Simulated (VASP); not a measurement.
Pb, 1 atom in the cell. Symmetry: Fm-3m, No. 225, cubic system. Conventional cell: a = 4.883 Å, b = 4.883 Å, c = 4.883 Å, α = 90.00°, β = 90.00°, γ = 90.00°. Pb (site symmetry m-3m) has 12 Pb at 3.45 Å within 4.5 Å.  This cell differs from its parent crystal: volume scaled by 0.96.

* Program: VASP 6.6.1
* Task: single point
* Functional: LDA
* Potentials or basis: VASP PAW LDA potentials, release 64 (Pb_d)
* Cutoff: 520 eV
* k mesh: 9 × 9 × 9
* Occupations: fermi-dirac, width 0.05 eV
* Spin: no spin polarisation
* Dipole correction: no
* Further INCAR settings: ALGO = Fast; EDIFF = 1e-06; NBANDS = 13

Potentials or basis: VASP PAW LDA potentials, release 64 (Pb_d).

The run is started by

```console
$ cat potpaw_LDA.64/Pb_d/POTCAR > POTCAR
$ mpirun -np 1 vasp_std > vasp.out
```

Hardware: 1 thread of Intel Xeon 8259CL (shared host).

Task: Estimate the wall time of this run.

Result: Run time: 27 s on 1 thread of Intel Xeon 8259CL, with other jobs on the host, peak memory 0.14 GiB. Counts: scf iterations 13, k points 35.
